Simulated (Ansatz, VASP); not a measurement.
**Os: VASP beside Ansatz**

Contents of POSCAR:

```
Os
1.0
    2.7393806551      0.0000000000      0.0000000000
   -1.3696903275      2.3723732379      0.0000000000
    0.0000000000      0.0000000000      4.3138178725
Os
2
Direct
    0.3333333333      0.6666666667      0.2500000000
    0.6666666667      0.3333333333      0.7500000000
```

INCAR.step1

```
  PREC = Accurate
  ENCUT = 520
  ISMEAR = 1
  SIGMA = 1.0
  LREAL = F
  LASPH = T
  NELM = 100
  NBANDS = 15
  GGA = PE
  ALGO = Normal
  EDIFF = 1E-4
  LWAVE = T
  LCHARG = F
```

File INCAR.step2:

```
  PREC = Accurate
  ENCUT = 520
  EDIFF = 1E-7
  ISMEAR = 1
  SIGMA = 1.0
  LREAL = F
  LASPH = T
  NELM = 100
  ALGO = Normal
  ISIF = 2
  LWAVE = F
  LCHARG = T
  METAGGA = R2SCAN
  LMIXTAU = T
  LELF = T
  LVHAR = T
  NBANDS = 15
  ISTART = 1
```

The input KPOINTS:

```
regular mesh
0
Gamma
  13 13 7
```

Input for Ansatz:

```yaml
crystal:
  lattice:
    - [2.7393806551, 0.0, 0.0]
    - [-1.3696903275, 2.3723732379, 0.0]
    - [0.0, 0.0, 4.3138178725]
  atoms:
    - { symbol: Os, position: [0.3333333333, 0.6666666667, 0.25] }
    - { symbol: Os, position: [0.6666666667, 0.3333333333, 0.75] }
hamiltonian:
  xc: r2scan
  pseudopotentials:
    kind: paw
    azcp:
      Os: "pseudopotentials/Os.paw.azcp"
basis:
  ecutwfc: 500
  fft_grid_basis: typed
kpoints:
  mp_grid: { grid: [13, 13, 7], shift: [0, 0, 0] }
magnetization:
  spin_polarized: false
scf:
  occupations: { method: methfessel_paxton, width: 1.0 }
  lower_state_search: "off"
output:
  stress: true
```

Alike in both runs: task single point; functional r2SCAN; k mesh 13 × 13 × 7; occupations methfessel-paxton of order 1, width 1 eV; no spin polarisation.

|  | VASP | Ansatz |
| --- | --- | --- |
| version | VASP 6.6.1 | Ansatz 0.2.0 |
| potentials or method | VASP PAW PBE potentials, release 64 (Os), cutoff 520 eV | plane waves (500 eV) with PAW, scalar-relativistic |
| valence electrons in the cell | 16 | 32 |

|  | VASP | Ansatz | Ansatz less VASP |
| --- | --- | --- | --- |
| pressure (GPa) | 0.4 | -0.6 | -0.97 |
| traceless stress, the component that is largest in VASP (GPa) | 0.43 | 0.41 | -0.025 |

VASP's potentials were made for PBE, not for r2SCAN. VASP's potentials hold 16 valence electrons a cell and Ansatz's 32, so a difference there can come from the potentials and not from the codes.

Spin-orbit coupling is off throughout.
